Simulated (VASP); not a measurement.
# BeH4 (I-43m) in VASP: relaxation of cell and atoms with PBE

Aim: the relaxation of cell and atoms of BeH4 with PBE.

All numbers are computed with VASP 6.6.1; they aren't measurements. Logs are shortened: lines on timing, memory, paths and dates and some standing lists are left out, and cuts for length are marked.

### Step 1. The cell of the first run

Symmetry: I-43m, No. 217, cubic system. Conventional cell: a = 4.456 Å, b = 4.456 Å, c = 4.456 Å, α = 90.00°, β = 90.00°, γ = 90.00°. Within 2.5 Å of Be (site symmetry -43m) lie 8 H at 1.89 to 1.97 Å. H (site symmetry 3m) has 2 Be at 1.89 to 1.97 Å and 6 H at 2.23 Å within 2.5 Å.

The cell was generated, and may not be a known phase.

### Step 2. Relaxation of cell and atoms, PBE

INCAR reads:

```
SYSTEM = BeH4
ALGO = Normal
EDIFF = 1E-7
EDIFFG = -0.04
ENCUT = 1230
GGA = PE
GGA_COMPAT = .FALSE.
IBRION = 2
ISIF = 3
ISMEAR = 0
LASPH = .TRUE.
LCHARG = .FALSE.
LREAL = .FALSE.
LWAVE = .FALSE.
NELM = 120
NELMIN = 4
NSW = 90
PREC = Accurate
SIGMA = 0.1
```

KPOINTS reads:

```
k-points
0
G
  6 6 6
  0 0 0
```

POSCAR reads:

```
BeH4
1.0
   -2.2280251600      2.2280251600      2.2280251600
    2.2280251600     -2.2280251600      2.2280251600
    2.2280251600      2.2280251600     -2.2280251600
Be H
1 4
Direct
    0.0000000000      0.0000000000      0.0000000000
    0.4893361800      0.4893361800      0.4893361800
    0.0000000000      0.0000000000      0.5106638200
    0.0000000000      0.5106638200      0.0000000000
    0.5106638200      0.0000000000      0.0000000000
```

Potentials or basis: VASP PAW PBE potentials, release 64 (Be, H_h).

On the command line:

```bash
> cat potpaw_PBE.64/Be/POTCAR potpaw_PBE.64/H_h/POTCAR > POTCAR
> mpirun -np 1 vasp_std > vasp.out
```

OUTCAR:

```text
SYSTEM = BeH4
   EDIFF = 1E-7
   EDIFFG = -0.04
   ENCUT = 1230
   GGA = PE
   IBRION = 2
   ISIF = 3
   ISMEAR = 0
   LASPH = .TRUE.
   LREAL = .FALSE.
   NELM = 120
   NELMIN = 4
   NSW = 90
   PREC = Accurate

 ion  position               nearest neighbor table
   1  0.000  0.000  0.000-
   2  0.489  0.489  0.489-
   3  0.000  0.000  0.511-
   4  0.000  0.511  0.000-
   5  0.511  0.000  0.000-

  LATTYP: Found a body centered cubic cell.
 ALAT       =     4.4560503200

  Lattice vectors:

 A1 = (  -2.2280251600,   2.2280251600,   2.2280251600)
 A2 = (   2.2280251600,  -2.2280251600,   2.2280251600)
 A3 = (   2.2280251600,   2.2280251600,  -2.2280251600)

Analysis of symmetry for initial positions (statically):
=====================================================================
 Subroutine PRICEL returns:
 Original cell was already a primitive cell.

 Routine SETGRP: Setting up the symmetry group for a
 body centered cubic supercell.

 Subroutine GETGRP returns: Found 24 space group operations
 (whereof 24 operations were pure point group operations)
 out of a pool of 48 trial point group operations.

The static configuration has the point symmetry T_d .

Analysis of symmetry for dynamics (positions and initial velocities):
=====================================================================
 Subroutine PRICEL returns:
 Original cell was already a primitive cell.

 Routine SETGRP: Setting up the symmetry group for a
 body centered cubic supercell.

 Subroutine GETGRP returns: Found 24 space group operations
 (whereof 24 operations were pure point group operations)
 out of a pool of 48 trial point group operations.

The dynamic configuration has the point symmetry T_d .

 Subroutine INISYM returns: Found 24 space group operations
 (whereof 24 operations are pure point group operations),
 and found     1 'primitive' translations

----------------------------------------------------------------------------------------

                                     Primitive cell

  volume of cell :      44.2405

  direct lattice vectors                    reciprocal lattice vectors
    -2.228025160  2.228025160  2.228025160     0.000000000  0.224413983  0.224413983
     2.228025160 -2.228025160  2.228025160     0.224413983  0.000000000  0.224413983
     2.228025160  2.228025160 -2.228025160     0.224413983  0.224413983  0.000000000

  length of vectors
     3.859052778  3.859052778  3.859052778     0.317369298  0.317369298  0.317369298

  position of ions in fractional coordinates (direct lattice)
     0.000000000  0.000000000  0.000000000
     0.489336180  0.489336180  0.489336180
     0.000000000  0.000000000  0.510663820
     0.000000000  0.510663820  0.000000000
     0.510663820  0.000000000  0.000000000

  ion indices of the primitive-cell ions
   primitive index   ion index
                 1           1
                 2           2
                 3           3
                 4           4
                 5           5

----------------------------------------------------------------------------------------

 KPOINTS: k-points

Automatic generation of k-mesh.
 Grid dimensions read from file:
 generate k-points for:    6    6    6

 Generating k-lattice:

  Cartesian coordinates                     Fractional coordinates (reciprocal lattice)
     0.000000000  0.037402330  0.037402330     0.166666667  0.000000000  0.000000000
     0.037402330  0.000000000  0.037402330     0.000000000  0.166666667  0.000000000
     0.037402330  0.037402330  0.000000000     0.000000000  0.000000000  0.166666667

  Length of vectors
     0.052894883  0.052894883  0.052894883

  Shift w.r.t. Gamma in fractional coordinates (k-lattice)
     0.000000000  0.000000000  0.000000000

 Subroutine IBZKPT returns following result:
 ===========================================

 Found     16 irreducible k-points:

 Following reciprocal coordinates:
            Coordinates               Weight
  0.000000  0.000000  0.000000      1.000000
  0.166667  0.000000  0.000000     12.000000
  0.333333  0.000000  0.000000     12.000000
  0.500000  0.000000  0.000000      6.000000
  0.166667  0.166667  0.000000     24.000000
  0.333333  0.166667  0.000000     48.000000
[... 8 lines left out ...]
  0.500000  0.500000  0.333333     12.000000
  0.500000  0.500000  0.500000      1.000000
   k-points           NKPTS =     16   k-points in BZ     NKDIM =     16   number of bands    NBANDS=      7
   number of dos      NEDOS =    301   number of ions     NIONS =      5
   total plane-waves  NPLWV = 110592
   dimension x,y,z NGX =    48 NGY =   48 NGZ =   48
   dimension x,y,z NGXF=    96 NGYF=   96 NGZF=   96
   ions per type =               1   4
   NGX,Y,Z   is equivalent  to a cutoff of  20.68, 20.68, 20.68 a.u.
   NGXF,Y,Z  is equivalent  to a cutoff of  41.36, 41.36, 41.36 a.u.
 SYSTEM =  BeH4
   PREC   = accura    normal or accurate (medium, high low for compatibility)
   ISTART =      0    job   : 0-new  1-cont  2-samecut
   ICHARG =      2    charge: 1-file 2-atom 10-const
   ISPIN  =      1    spin polarized calculation?
   LNONCOLLINEAR =      F non collinear calculations
   LSORBIT =      F    spin-orbit coupling
   LASPH  =      T    aspherical Exc in radial PAW
   ENCUT  = 1230.0 eV  90.40 Ry    9.51 a.u.  11.04 11.04 11.04*2*pi/ulx,y,z
   NELM   =    120;   NELMIN=  4; NELMDL= -5     # of ELM steps
   EDIFF  = 0.1E-06   stopping-criterion for ELM
   LREAL  =      F    real-space projection
   EDIFFG = -.4E-01   stopping-criterion for IOM
   NSW    =     90    number of steps for IOM
   IBRION =      2    ionic relax: 0-MD 1-quasi-New 2-CG
   NFREE  =      1    steps in history (QN), initial steepest desc. (CG)
   ISIF   =      3    stress and relaxation
   ISYM   =      2    0-nonsym 1-usesym 2-fastsym
   POTIM  = 0.5000    time-step for ionic-motion
   TEBEG  =    0.0;   TEEND  =   0.0 temperature during run
   PSTRESS=    0.0 pullay stress
   NELECT =       6.0000    total number of electrons
   NUPDOWN=      -1.0000    fix difference up-down
   EMIN   =  10.00;   EMAX   =-10.00  energy-range for DOS
   EFERMI =   0.00;   METHOD = LEGACY
   ISMEAR =     0;   SIGMA  =   0.10  broadening in eV -4-tet -1-fermi 0-gaus
   EFERMI_NEDOS =   21; number of points for ismear=-14 and -15
   IALGO  =     38    algorithm
   IMIX   =      4    mixing-type and parameters
     AMIX     =   0.40;   BMIX     =  1.00
     AMIX_MAG =   1.60;   BMIX_MAG =  1.00
  volume/ion in A,a.u.               =       8.85        59.71
  Fermi-wavevector in a.u.,A,eV,Ry     =   0.841108  1.589464  9.625617  0.707463
  Thomas-Fermi vector in A             =   1.955599
   LORBIT       =      0    0 simple, 1 ext, 2 COOP (PROOUT), +10 PAW based schemes
   GGA     = PE    functional components
   LHFCALC =     F    Hartree Fock is set to
   AEXX    =    0.0000 exact exchange contribution
   IVDW    =     0    specifies the selected vdW correction
   LEPSILON=     F    determine dielectric tensor
   LRPA    =     F    only Hartree local field effects (RPA)
 conjugate gradient relaxation of ions
 non-spin polarized calculation
 Gauss-broadening in eV      SIGMA  =   0.10
  energy-cutoff  :     1230.00
  volume of cell :       44.24
 maximum number of plane-waves:      4388
 NGX is ok and might be reduce to    48
   NGX = 23   NGY = 23   NGZ = 23

--------------------------------------- Ionic step        1  -------------------------------------------

 number of electron       6.0000000 magnetization

 Free energy of the ion-electron system (eV)
  ---------------------------------------------------
  ext. energy  EPLUGINS =         0.00000000
  ---------------------------------------------------
  free energy    TOTEN  =       -12.70513902 eV

  energy without entropy =      -12.70200461  energy(sigma->0) =      -12.70357182

------------------------ aborting loop because EDIFF is reached ----------------------------------------

  FORCE on cell =-STRESS in cart. coord.  units (eV):
  Direction    XX          YY          ZZ          XY          YZ          ZX
  --------------------------------------------------------------------------------------
  -------------------------------------------------------------------------------------
  Total       -5.2523001     -5.2523001     -5.2523001     -0.0000000      0.0000000     -0.0000000
  in kB     -190.2128486   -190.2128486   -190.2128486     -0.0000000      0.0000000     -0.0000000
  external PRESSURE =    -190.2128486 kB  Pullay stress =       0.0000000 kB
[... 24 lines left out ...]
  energy  without entropy=      -12.7020046129  energy(sigma->0) =      -12.70357182

--------------------------------------- Ionic step        2  -------------------------------------------

 number of electron       6.0000000 magnetization

 E-fermi :  -0.6811     XC(G=0):  -8.3404

 val. band max:       -1.1217688414   @ k =   0.3333   0.0000   0.0000
 cond. band min:      -0.6811058193   @ k =   0.1667   0.0000   0.0000
 fundamental gap:      0.4406630221
 Fermi energy:        -0.6811059596

 k-point     1 :       0.0000    0.0000    0.0000
  band No.  band energies     occupation
      1      -9.2845      2.00000
      2       0.9017      0.00000
      3       0.9017      0.00000
      4       0.9017      0.00000
      5       4.4688      0.00000
      6       4.4688      0.00000
      7       4.4688      0.00000
[... 184 lines left out ...]
  energy  without entropy=      -13.4480908082  energy(sigma->0) =      -13.44965802

--------------------------------------- Ionic step        3  -------------------------------------------

 number of electron       6.0000000 magnetization

 E-fermi :   2.5831     XC(G=0): -10.0549

 val. band max:        1.9130858676   @ k =   0.3333   0.0000   0.0000
 cond. band min:       2.5832167111   @ k =   0.1667   0.0000   0.0000
 fundamental gap:      0.6701308436
 Fermi energy:         2.5831255955

 k-point     1 :       0.0000    0.0000    0.0000
  band No.  band energies     occupation
      1     -10.1553      2.00000
      2       5.3327      0.00000
      3       5.3327      0.00000
      4       5.3327      0.00000
      5       9.0969      0.00000
      6       9.0969      0.00000
      7       9.0969      0.00000
[... 379 lines left out ...]
  energy  without entropy=      -14.4748562951  energy(sigma->0) =      -14.47642538

--------------------------------------- Ionic step        9  -------------------------------------------

 number of electron       6.0000000 magnetization

 Free energy of the ion-electron system (eV)
  ---------------------------------------------------
  ext. energy  EPLUGINS =         0.00000000
  ---------------------------------------------------
  free energy    TOTEN  =       -14.47936932 eV

  energy without entropy =      -14.47623168  energy(sigma->0) =      -14.47780050

 E-fermi :   1.9714     XC(G=0):  -9.7644

 val. band max:        1.3435842673   @ k =   0.3333   0.0000   0.0000
 cond. band min:       1.9714282575   @ k =   0.1667   0.0000   0.0000
 fundamental gap:      0.6278439902
 Fermi energy:         1.9714091352

 k-point     1 :       0.0000    0.0000    0.0000
  band No.  band energies     occupation
      1     -10.0159      2.00000
      2       4.5149      0.00000
      3       4.5149      0.00000
      4       4.5149      0.00000
      5       8.1953      0.00000
      6       8.1953      0.00000
      7       8.1953      0.00000
[... 180 lines left out ...]
  FREE ENERGIE OF THE ION-ELECTRON SYSTEM (eV)
  ---------------------------------------------------
  free  energy   TOTEN  =       -14.4793693227 eV

  energy  without entropy=      -14.4762316800  energy(sigma->0) =      -14.47780050

 reached required accuracy - stopping structural energy minimisation
```

Wall time 57 s (1 thread of AMD EPYC 9R45 (Zen 5), shared host); peak memory 0.32 GiB.

What came out:

| Property | Result |
| --- | --- |
| Free energy | -14.4794 eV |
| Relaxed volume | 4.88 Å³/atom |
| Relaxed cell | a = 3.165 Å, b = 3.165 Å, c = 3.165 Å, α = 109.47°, β = 109.47°, γ = 109.47° |
| Space group after relaxing (to 0.1 Å) | Im-3m (No. 229) |
| Energy gained by relaxing | 354.8 meV/atom |
| Ionic steps | 9 |
| Pressure after relaxing | 0.5 GPa |
| Largest force after relaxing | 0.005 eV/Å |
| Band gap on the k mesh | zero (bands 3 and 4 overlap by 5.51 eV) |

Forces on the atoms (eV/Å):
```
Be   0.000  0.000  0.000
H    0.003  0.003  0.003
H   -0.003 -0.003  0.003
H   -0.003  0.003 -0.003
H    0.003 -0.003 -0.003
```

Step by step:
```tsv
step	energy change (eV)	largest force (eV/Å)	pressure (GPa)	volume (Å³)
1	0.0000	0.0059	-19.02	44.24
2	-0.7461	0.0665	-18.06	37.85
3	-1.6971	0.3544	9.13	22.42
4	-1.7468	0.2703	-2.90	25.50
5	-1.7551	0.2915	-0.17	24.66
6	-1.7543	0.2998	0.94	24.34
7	-1.7711	0.1009	1.18	24.22
8	-1.7729	0.0099	1.35	24.16
9	-1.7742	0.0049	0.49	24.40
```

Final structure:
```
CELL_PARAMETERS angstrom
-1.82710 1.82710 1.82710
1.82710 -1.82710 1.82710
1.82710 1.82710 -1.82710
ATOMIC_POSITIONS crystal
Be 0.00000 0.00000 0.00000
H 0.49983 0.49983 0.49983
H 0.00000 0.00000 0.50017
H 0.00000 0.50017 0.00000
H 0.50017 0.00000 0.00000
```

Levels at points of the mesh, in eV from the Fermi level:
| k point | band 1 | band 2 | band 3 | band 4 | band 5 | band 6 | band 7 |
| --- | --- | --- | --- | --- | --- | --- | --- |
| (0.00, 0.00, 0.00) | -11.99 | 2.54 | 2.54 | 2.54 | 6.22 | 6.22 | 6.22 |
| (0.50, 0.00, 0.00) | -7.49 | -7.10 | -1.19 | 0.84 | 5.34 | 9.06 | 14.81 |
| (0.50, 0.50, 0.50) | -5.29 | -5.29 | -5.29 | 1.92 | 4.26 | 4.26 | 8.41 |

Caveat: the volume moved by over 15 % at a fixed basis, so the end points are rough.

The gap in the log of VASP goes by the Fermi energy; the results here count the filled bands.